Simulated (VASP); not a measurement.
A run of VASP 6.6.1 is set up as follows.

File INCAR:

```
SYSTEM = Ru
ALGO = Normal
EDIFF = 1E-6
EDIFFG = -0.003
ENCUT = 600
GGA = PE
IBRION = 2
ISIF = 3
ISMEAR = 0
LASPH = .TRUE.
LCHARG = .FALSE.
LREAL = .FALSE.
LWAVE = .FALSE.
NELM = 60
NSW = 80
PREC = Accurate
SIGMA = 0.1
```

The input KPOINTS:

```
k-points
0
G
  24 24 14
  0 0 0
```

Contents of POSCAR:

```
Ru
1.0
    2.7060000000      0.0000000000      0.0000000000
    1.3530000000      2.3434647426      0.0000000000
    0.0000000000      0.0000000000      4.2820000000
Ru
2
Direct
    0.0000000000      0.0000000000      0.1000000000
    0.3333333333      0.3333333333      0.6000000000
```

Potentials or basis: VASP PAW PBE potentials, release 64 (Ru_pv).

The run is started by

```sh
$ cat potpaw_PBE.64/Ru_pv/POTCAR > POTCAR
$ mpirun -np 1 vasp_std > vasp.out
```

Task: Estimate the space group after relaxing (to 0.1 Å).

Result: P6_3/mmc (No. 194).

Task: Estimate the relaxed volume.

Result: 13.76 Å³/atom.

Task: Predict the band gap on the k mesh.

Result: Zero (bands 14 and 15 overlap by 3.10 eV).

Final structure:
```xyz
2
Lattice="2.7212 0.0000 0.0000 1.3606 2.3566 0.0000 0.0000 0.0000 4.2917" Properties=species:S:1:pos:R:3 pbc="T T T"
Ru    0.0000    0.0000    0.4292
Ru    1.3606    0.7855    2.5750
```
